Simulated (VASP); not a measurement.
Here is a VASP 6.6.1 calculation.

File INCAR:

```
PREC = Accurate
ENCUT = 520
EDIFF = 1E-6
ISMEAR = 0
SIGMA = 0.001
LREAL = False
LASPH = True
NELM = 60
ALGO = Normal
ISIF = 2
LWAVE = False
LCHARG = False
GGA = PE
NBANDS = 16
```

KPOINTS

```
Automatic mesh
0
Gamma
  6 6 6
```

POSCAR

```
BiB
1.0
    0.0000000000      2.6268329169      2.6268329169
    2.6268329169      0.0000000000      2.6268329169
    2.6268329169      2.6268329169      0.0000000000
B Bi
1 1
Direct
    0.0000000000      0.0000000000      0.0000000000
    0.5000000000      0.5000000000      0.5000000000
```

Potentials or basis: VASP PAW PBE potentials, release 64 (B, Bi_d).

Launch:

```sh
$ cat potpaw_PBE.64/B/POTCAR potpaw_PBE.64/Bi_d/POTCAR > POTCAR
$ mpirun -np 1 vasp_std > vasp.out
```

(1) What does it give for the band gap on the k mesh?

(2) Estimate the pressure.

Results:

(1) zero (bands 9 and 10 overlap by 4.04 eV).

(2) 1.3 GPa.

Caveat: the structure was generated, so it needn't be the stable form of BiB; spin-orbit coupling is left out, which moves the levels of the heavy elements.
